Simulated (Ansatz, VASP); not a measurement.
**One calculation of TaV, two programs**

```
CELL_PARAMETERS angstrom
1.60670 -2.30777 0.00000
1.60670 2.30777 0.00000
0.00000 0.00000 4.34136
ATOMIC_POSITIONS crystal
Ta 0.00000 0.00000 0.00000
V 0.50000 0.50000 0.50000
```

Alike in both runs: task relaxation of cell and atoms; functional LDA; k mesh 7 × 7 × 5; occupations fermi-dirac, width 0.05 eV; collinear spin.

|  | VASP | Ansatz |
| --- | --- | --- |
| version | VASP 6.6.1 | Ansatz 0.2.0 |
| potentials or method | VASP PAW LDA potentials, release 64 (Ta_pv, V_sv), cutoff 600 eV | all-electron LAPW, scalar-relativistic |

VASP gave:

| Item | Value |
| --- | --- |
| net moment per atom (μB) | 0.00 |
| relaxed volume (Å³/atom) | 15.07 |
| relaxed length of the cell vector where the two differ most in proportion (Å) | 2.754 |

Problem. Estimate Ansatz's values.

Solution. net moment per atom (μB): 0.00; relaxed volume (Å³/atom): 15.00; relaxed length of the cell vector where the two differ most in proportion (Å): 2.750.

LDA's correlation is that of Perdew and Zunger in VASP and of Perdew and Wang (1992) in Ansatz. Ansatz ran all-electron here, and VASP with PAW potentials.

Neither program's run includes spin-orbit coupling. Noted on Ansatz's run: the k mesh is thin for a metal, which can move the energy by tens of meV per atom.
